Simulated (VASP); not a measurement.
# ScB2P3 (P4/mmm) in VASP: notebook

The runs below take ScB2P3 through single point, with PBE.

All numbers are computed with VASP 6.6.1; they aren't measurements. Logs are shortened: lines on timing, memory, paths and dates and some standing lists are left out, and cuts for length are marked.

**1. The cell of the first run**

It takes space group P4/mmm (No. 123, tetragonal). Conventional cell: a = 2.953 Å, b = 2.953 Å, c = 8.738 Å, α = 90.00°, β = 90.00°, γ = 90.00°. Within 3.1 Å of Sc (site symmetry 4/mmm) lie 2 B at 2.38 Å and 8 P at 2.86 Å and 4 Sc at 2.95 Å. B (site symmetry 4mm) has 8 P at 2.13 to 2.89 Å and 1 Sc at 2.38 Å and 4 B at 2.95 Å within 3.0 Å. P (site symmetry 4/mmm) has 6 P at 2.41 to 2.95 Å and 8 B at 2.89 Å within 3.2 Å. Within 3.0 Å of P (site symmetry 4mm) lie 4 B at 2.13 Å and 5 P at 2.41 to 2.95 Å and 4 Sc at 2.86 Å.

The cell was generated, and may not be a known phase.

**2. Single point, PBE**

File INCAR:

```
SYSTEM = ScB2P3
PREC = Accurate
ENCUT = 500
EDIFF = 1E-6
ISMEAR = 0
SIGMA = 0.2
LREAL = .False.
LASPH = .True.
NELM = 120
ALGO = Normal
ISIF = 2
LWAVE = .False.
LCHARG = .False.
GGA = PE
NBANDS = 25
GGA_COMPAT = .False.
```

File KPOINTS:

```
regular mesh
0
Gamma
  5 5 2
  0 0 0
```

File POSCAR:

```
ScB2P3
1.0
    2.9529103275      0.0000000000      0.0000000000
    0.0000000000      2.9529103275      0.0000000000
    0.0000000000      0.0000000000      8.7377199493
Sc B P
1 2 3
Direct
    0.5000000000      0.5000000000      0.5000000000
    0.5000000000      0.5000000000      0.7718269154
    0.5000000000      0.5000000000      0.2281730846
    0.0000000000      0.0000000000      0.0000000000
    0.0000000000      0.0000000000      0.7243309724
    0.0000000000      0.0000000000      0.2756690276
```

Potentials or basis: VASP PAW PBE potentials, release 64 (Sc_sv, B, P).

Command:

```bash
$ cat potpaw_PBE.64/Sc_sv/POTCAR potpaw_PBE.64/B/POTCAR potpaw_PBE.64/P/POTCAR > POTCAR
$ mpirun -np 1 vasp_std > vasp.out
```

OUTCAR:

```text
SYSTEM = ScB2P3
   PREC = Accurate
   ENCUT = 500
   EDIFF = 1E-6
   ISMEAR = 0
   LREAL = .False.
   LASPH = .True.
   NELM = 120
   ISIF = 2
   GGA = PE

 ion  position               nearest neighbor table
   1  0.500  0.500  0.500-   2 2.38   3 2.38   5 2.86   6 2.86   5 2.86   6 2.86   5 2.86   6 2.86
                             5 2.86   6 2.86
   2  0.500  0.500  0.772-   5 2.13   5 2.13   5 2.13   5 2.13   1 2.38
   3  0.500  0.500  0.228-   6 2.13   6 2.13   6 2.13   6 2.13   1 2.38
   4  0.000  0.000  0.000-   5 2.41   6 2.41
   5  0.000  0.000  0.724-   2 2.13   2 2.13   2 2.13   2 2.13   4 2.41   1 2.86   1 2.86   1 2.86
                             1 2.86
   6  0.000  0.000  0.276-   3 2.13   3 2.13   3 2.13   3 2.13   4 2.41   1 2.86   1 2.86   1 2.86
                             1 2.86

  LATTYP: Found a simple tetragonal cell.
 ALAT       =     2.9529103275
 C/A-ratio  =     2.9590197399

  Lattice vectors:

 A1 = (   2.9529103275,   0.0000000000,   0.0000000000)
 A2 = (   0.0000000000,   2.9529103275,   0.0000000000)
 A3 = (   0.0000000000,   0.0000000000,   8.7377199493)

Analysis of symmetry for initial positions (statically):
=====================================================================
 Subroutine PRICEL returns:
 Original cell was already a primitive cell.

 Routine SETGRP: Setting up the symmetry group for a
 simple tetragonal supercell.

 Subroutine GETGRP returns: Found 16 space group operations
 (whereof 16 operations were pure point group operations)
 out of a pool of 16 trial point group operations.

The static configuration has the point symmetry D_4h.

Analysis of symmetry for dynamics (positions and initial velocities):
=====================================================================
 Subroutine PRICEL returns:
 Original cell was already a primitive cell.

 Routine SETGRP: Setting up the symmetry group for a
 simple tetragonal supercell.

 Subroutine GETGRP returns: Found 16 space group operations
 (whereof 16 operations were pure point group operations)
 out of a pool of 16 trial point group operations.

The dynamic configuration has the point symmetry D_4h.

 Subroutine INISYM returns: Found 16 space group operations
 (whereof 16 operations are pure point group operations),
 and found     1 'primitive' translations

[... 90 lines left out ...]
   LREAL  =      F    real-space projection
   EDIFFG = 0.1E-04   stopping-criterion for IOM
   NSW    =      0    number of steps for IOM
   IBRION =     -1    ionic relax: 0-MD 1-quasi-New 2-CG
   NFREE  =      0    steps in history (QN), initial steepest desc. (CG)
   ISIF   =      2    stress and relaxation
   ISYM   =      2    0-nonsym 1-usesym 2-fastsym
   POTIM  = 0.5000    time-step for ionic-motion
   TEBEG  =    0.0;   TEEND  =   0.0 temperature during run
   PSTRESS=    0.0 pullay stress
   NELECT =      32.0000    total number of electrons
   NUPDOWN=      -1.0000    fix difference up-down
   EMIN   =  10.00;   EMAX   =-10.00  energy-range for DOS
   EFERMI =   0.00;   METHOD = LEGACY
   ISMEAR =     0;   SIGMA  =   0.20  broadening in eV -4-tet -1-fermi 0-gaus
   EFERMI_NEDOS =   21; number of points for ismear=-14 and -15
   IALGO  =     38    algorithm
   IMIX   =      4    mixing-type and parameters
     AMIX     =   0.40;   BMIX     =  1.00
     AMIX_MAG =   1.60;   BMIX_MAG =  1.00
  volume/ion in A,a.u.               =      12.70        85.69
  Fermi-wavevector in a.u.,A,eV,Ry     =   1.226004  2.316812 20.450729  1.503086
  Thomas-Fermi vector in A             =   2.361021
   LORBIT       =      0    0 simple, 1 ext, 2 COOP (PROOUT), +10 PAW based schemes
   GGA     = PE    functional components
   LHFCALC =     F    Hartree Fock is set to
   AEXX    =    0.0000 exact exchange contribution
   IVDW    =     0    specifies the selected vdW correction
   LEPSILON=     F    determine dielectric tensor
   LRPA    =     F    only Hartree local field effects (RPA)
 non-spin polarized calculation
 Gauss-broadening in eV      SIGMA  =   0.20
  energy-cutoff  :      500.00
  volume of cell :       76.19
 maximum number of plane-waves:      1958
 NGX is ok and might be reduce to    24
   NGX = 11   NGY = 11   NGZ = 31

 number of electron      31.9999995 magnetization

 Free energy of the ion-electron system (eV)
  ---------------------------------------------------
  ext. energy  EPLUGINS =         0.00000000
  ---------------------------------------------------
  free energy    TOTEN  =       -32.54790834 eV

  energy without entropy =      -32.49105624  energy(sigma->0) =      -32.51948229

 E-fermi :   8.0754     XC(G=0): -11.4354

 val. band max:        8.0410036091   @ k =   0.4000   0.0000   0.5000
 cond. band min:       8.1264448655   @ k =   0.4000   0.0000   0.0000
 fundamental gap:      0.0854412564
 Fermi energy:         8.0754377321

 k-point     1 :       0.0000    0.0000    0.0000
  band No.  band energies     occupation
      1     -40.9630      2.00000
      2     -19.6726      2.00000
      3     -19.4194      2.00000
      4     -19.4194      2.00000
      5      -7.4187      2.00000
      6      -6.5850      2.00000
[... 325 lines left out ...]
     24      11.0897      0.00000
     25      13.1886      0.00000

------------------------ aborting loop because EDIFF is reached ----------------------------------------

  FORCE on cell =-STRESS in cart. coord.  units (eV):
  Direction    XX          YY          ZZ          XY          YZ          ZX
  --------------------------------------------------------------------------------------
  -------------------------------------------------------------------------------------
  Total       -0.0808032     -0.0808032      0.3859434      0.0000000      0.0000000     -0.0000000
  in kB       -1.6991835     -1.6991835      8.1158783      0.0000000      0.0000000     -0.0000000
  external PRESSURE =       1.5725038 kB  Pullay stress =       0.0000000 kB

 VOLUME and BASIS-vectors are now :
 -----------------------------------------------------------------------------
  energy-cutoff  :      500.00
  volume of cell :       76.19
      direct lattice vectors                 reciprocal lattice vectors
     2.952910328  0.000000000  0.000000000     0.338648956  0.000000000  0.000000000
     0.000000000  2.952910328  0.000000000     0.000000000  0.338648956  0.000000000
     0.000000000  0.000000000  8.737719949     0.000000000  0.000000000  0.114446332

 POSITION                                       TOTAL-FORCE (eV/Angst)
 -----------------------------------------------------------------------------------
      1.47646      1.47646      4.36886        -0.000000      0.000000      0.000000
      1.47646      1.47646      6.74401        -0.000000     -0.000000      0.067539
      1.47646      1.47646      1.99371         0.000000     -0.000000     -0.067539
      0.00000      0.00000      0.00000        -0.000000      0.000000      0.000000
      0.00000      0.00000      6.32900        -0.000000      0.000000      0.027556
      0.00000      0.00000      2.40872        -0.000000      0.000000     -0.027556
 -----------------------------------------------------------------------------------
    total drift:                                0.000000      0.000000     -0.000000

  FREE ENERGIE OF THE ION-ELECTRON SYSTEM (eV)
  ---------------------------------------------------
  free  energy   TOTEN  =       -32.5479083431 eV

  energy  without entropy=      -32.4910562374  energy(sigma->0) =      -32.51948229
```

stdout:

```text
POSCAR found type information on POSCAR ScB P
 POSCAR found :  3 types and       6 ions
 scaLAPACK will be used
 LDA part: xc-table for (Slater+PW92), standard interpolation
 POSCAR, INCAR and KPOINTS ok, starting setup
 FFT: planning ... GRIDC
 FFT: planning ... GRID_SOFT
 FFT: planning ... GRID
 WAVECAR not read
 entering main loop
```

Wall time 43 s (1 thread of Intel Xeon 8259CL, shared host); peak memory 0.19 GiB.

What came out:

```
Free energy            : -32.5479 eV
Pressure               : 0.2 GPa
Largest force          : 0.068 eV/Å
Band gap on the k mesh : zero (bands 16 and 17 overlap by 3.26 eV)
```

Forces on the atoms (eV/Å):
```
Sc   0.000  0.000  0.000
B    0.000  0.000  0.068
B    0.000  0.000 -0.068
P    0.000  0.000  0.000
P    0.000  0.000  0.028
P    0.000  0.000 -0.028
```

Stress tensor (GPa, compression positive):
```
-0.17  0.00  0.00
 0.00 -0.17  0.00
 0.00  0.00  0.81
```

Levels at points of the mesh, in eV from the Fermi level:
```csv
k point,band 12,band 13,band 14,band 15,band 16,band 17,band 18,band 19
"(0.00, 0.00, 0.00)",-2.15,-2.15,-1.04,-0.44,0.60,1.80,2.64,2.64
"(0.00, 0.00, 0.50)",-2.38,-1.95,-1.95,-0.44,1.53,2.21,2.21,2.33
```

Caveat: the k points lie up to 0.43 Å⁻¹ apart, too coarse for converged energies and pressures of a metal.

**3. Single point, PBE**

This run uses another cell than the first one, of 14.06 Å³/atom.

File INCAR:

```
  PREC = Accurate
  ENCUT = 500
  EDIFF = 1E-6
  ISMEAR = 0
  SIGMA = 0.2
  LREAL = F
  LASPH = T
  NELM = 120
  ALGO = Normal
  ISIF = 2
  LWAVE = F
  LCHARG = F
  GGA = PE
  NBANDS = 25
  GGA_COMPAT = F
```

File KPOINTS:

```
regular mesh
0
Gamma
  4 4 3
```

File POSCAR:

```
ScB2P3
1.0
    3.3663899144      0.0000000000      0.0000000000
    0.0000000000      3.3663899144      0.0000000000
    0.0000000000      0.0000000000      7.4425875303
Sc B P
1 2 3
Direct
    0.0000000000      0.0000000000      0.5000000000
    0.5000000000      0.5000000000      0.5000000000
    0.5000000000      0.5000000000      0.0000000000
    0.0000000000      0.0000000000      0.0000000000
    0.5000000000      0.5000000000      0.2597060474
    0.5000000000      0.5000000000      0.7402939526
```

Potentials or basis: VASP PAW PBE potentials, release 64 (Sc_sv, B, P).

Command:

```bash
$ cat potpaw_PBE.64/Sc_sv/POTCAR potpaw_PBE.64/B/POTCAR potpaw_PBE.64/P/POTCAR > POTCAR
$ mpirun -np 1 vasp_std > vasp.out
```

Run time: 49 s. Hardware: 1 thread of Intel Xeon 8259CL, shared host; peak memory 0.19 GiB.

Results (log left out):

| Item | Value |
| --- | --- |
| Free energy | -33.9284 eV |
| Pressure | 0.0 GPa |
| Largest force | 0.027 eV/Å |
| Band gap on the k mesh | zero (bands 16 and 17 overlap by 1.22 eV) |

Forces on the atoms (eV/Å):
```
Sc   0.000  0.000  0.000
B    0.000  0.000  0.000
B    0.000  0.000  0.000
P    0.000  0.000  0.000
P    0.000  0.000  0.027
P    0.000  0.000 -0.027
```

Stress tensor (GPa, compression positive):
```
 0.01  0.00  0.00
 0.00  0.01  0.00
 0.00  0.00 -0.09
```

Levels at points of the mesh, in eV from the Fermi level:
| k point | band 12 | band 13 | band 14 | band 15 | band 16 | band 17 | band 18 | band 19 | band 20 | band 21 |
| --- | --- | --- | --- | --- | --- | --- | --- | --- | --- | --- |
| (0.00, 0.00, 0.00) | -2.32 | -1.07 | -1.07 | -0.82 | -0.82 | -0.60 | -0.11 | 2.31 | 3.23 | 3.32 |
| (0.50, 0.00, 0.00) | -3.21 | -2.21 | -0.86 | -0.54 | 0.41 | 0.55 | 0.68 | 1.76 | 1.92 | 2.21 |
| (0.50, 0.50, 0.00) | -4.13 | -4.13 | -3.89 | -3.89 | -1.57 | -0.80 | 1.27 | 2.18 | 2.18 | 2.32 |

Caveat: the k points lie up to 0.47 Å⁻¹ apart, too coarse for converged energies and pressures of a metal.

**4. Single point, PBE**

This run uses another cell than the first one, of 14.67 Å³/atom.

File INCAR:

```
SYSTEM = ScB2P3
ALGO     = Normal         ! electronic algorithm
EDIFF    = 1E-6           ! SCF threshold, eV
ENCUT    = 500            ! plane-wave cutoff, eV
GGA      = PE             ! functional
GGA_COMPAT= .FALSE.      
ISIF     = 2              ! what is computed and relaxed
ISMEAR   = 0              ! smearing method
LASPH    = .TRUE.         ! aspherical terms in the spheres
LCHARG   = .FALSE.        ! write CHGCAR
LREAL    = .FALSE.        ! projectors in reciprocal space
LWAVE    = .FALSE.        ! write WAVECAR
NBANDS   = 25             ! bands
NELM     = 120            ! most SCF steps
PREC     = Accurate       ! precision mode
SIGMA    = 0.2            ! smearing width, eV
```

File KPOINTS:

```
k-points
0
G
  4 4 3
  0 0 0
```

File POSCAR:

```
ScB2P3
1.0
    4.2733788579      0.0000000000      0.0000000000
    0.0000000000      4.2733788579      0.0000000000
    0.0000000000      0.0000000000      4.8186631770
Sc B P
1 2 3
Direct
    0.0000000000      0.0000000000      0.5000000000
    0.5000000000      0.5000000000      0.6741718377
    0.5000000000      0.5000000000      0.3258281623
    0.0000000000      0.5000000000      0.0000000000
    0.5000000000      0.0000000000      0.0000000000
    0.0000000000      0.0000000000      0.0000000000
```

Command:

```bash
$ cat potpaw_PBE.64/Sc_sv/POTCAR potpaw_PBE.64/B/POTCAR potpaw_PBE.64/P/POTCAR > POTCAR
$ mpirun -np 1 vasp_std > vasp.out
```

It took 45 s on 1 thread of Intel Xeon 8259CL, shared host; peak memory 0.19 GiB.

Results (log left out):

| Property | Result |
| --- | --- |
| Free energy | -31.0085 eV |
| Pressure | -0.2 GPa |
| Largest force | 0.008 eV/Å |
| Band gap on the k mesh | zero (bands 16 and 17 overlap by 0.88 eV) |

Forces in eV/Å, atoms in the order of the input:
```
Sc   0.000  0.000  0.000
B    0.000  0.000  0.008
B    0.000  0.000 -0.008
P    0.000  0.000  0.000
P    0.000  0.000  0.000
P    0.000  0.000  0.000
```

Stress tensor (GPa, compression positive):
```
-0.50  0.00  0.00
 0.00 -0.50  0.00
 0.00  0.00  0.35
```

Levels at points of the mesh, in eV from the Fermi level:
```
           k point  band 14  band 15  band 16  band 17  band 18  band 19
(0.00, 0.00, 0.00)    -1.05    -0.89    -0.58    -0.58     0.13     0.62
(0.50, 0.00, 0.00)    -2.23    -0.04     0.00     0.31     0.37     0.38
(0.50, 0.50, 0.00)    -1.67    -1.67    -1.23     0.36     1.87     1.99
```

Caveat: the k points lie up to 0.43 Å⁻¹ apart, too coarse for converged energies and pressures of a metal.

**5. The runs side by side**

| cell | k mesh | gap on the mesh (eV) | pressure (GPa) | largest force (eV/Å) |
| --- | --- | --- | --- | --- |
| a = 2.953, b = 2.953, c = 8.738 Å, 6 atoms, atomic positions A | 5 × 5 × 2 | none | 0.2 | 0.07 |
| a = 3.366, b = 3.366, c = 7.443 Å, 6 atoms, atomic positions B | 4 × 4 × 3 | none | 0.0 | 0.03 |
| a = 4.273, b = 4.273, c = 4.819 Å, 6 atoms, atomic positions C | 4 × 4 × 3 | none | -0.2 | 0.01 |

Alike in all rows: task single point; level PBE; potentials or basis VASP PAW PBE potentials, release 64 (Sc_sv, B, P); no spin polarisation; cutoff (eV) 500; smearing gaussian 0.2 eV.

Caveats: all runs use coarse meshes.

Absolute energies hang on the potentials; compare differences alone.

The gap in the log of VASP goes by the Fermi energy; the results here count the filled bands.